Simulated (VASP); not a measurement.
Here is a VASP 6.6.1 calculation.

INCAR

```
SYSTEM = SiC
PREC = Accurate
ENCUT = 520
EDIFF = 1E-6
ISMEAR = 0
SIGMA = 0.05
LREAL = .FALSE.
LASPH = .TRUE.
NELM = 80
ALGO = Normal
ISIF = 2
LWAVE = .FALSE.
LCHARG = .TRUE.
GGA = PS
LELF = .TRUE.
LVHAR = .TRUE.
NBANDS = 11
```

KPOINTS

```
regular mesh
0
G
  18 18 18
  0 0 0
```

The input POSCAR:

```
SiC
1.0
    0.0000000000      1.9879704698      1.9879704698
    1.9879704698      0.0000000000      1.9879704698
    1.9879704698      1.9879704698      0.0000000000
Si C
1 1
Direct
    0.0000000000      0.0000000000      0.0000000000
    0.2500000000      0.2500000000      0.2500000000
```

Potentials or basis: VASP PAW PBE potentials, release 64 (Si, C).

Command:

```sh
$ cat potpaw_PBE.64/Si/POTCAR potpaw_PBE.64/C/POTCAR > POTCAR
$ mpirun -np 1 vasp_std > vasp.out
```

**Question.** Predict the band gap on the k mesh.

**Answer.** 0.94 eV, indirect (least direct gap 4.66 eV).

**Question.** What does it give for the pressure?

**Answer.** 102.8 GPa.

Caveat: the PAW data sets were made with another functional, which shifts forces and pressure a little. A k mesh can miss the band edges.
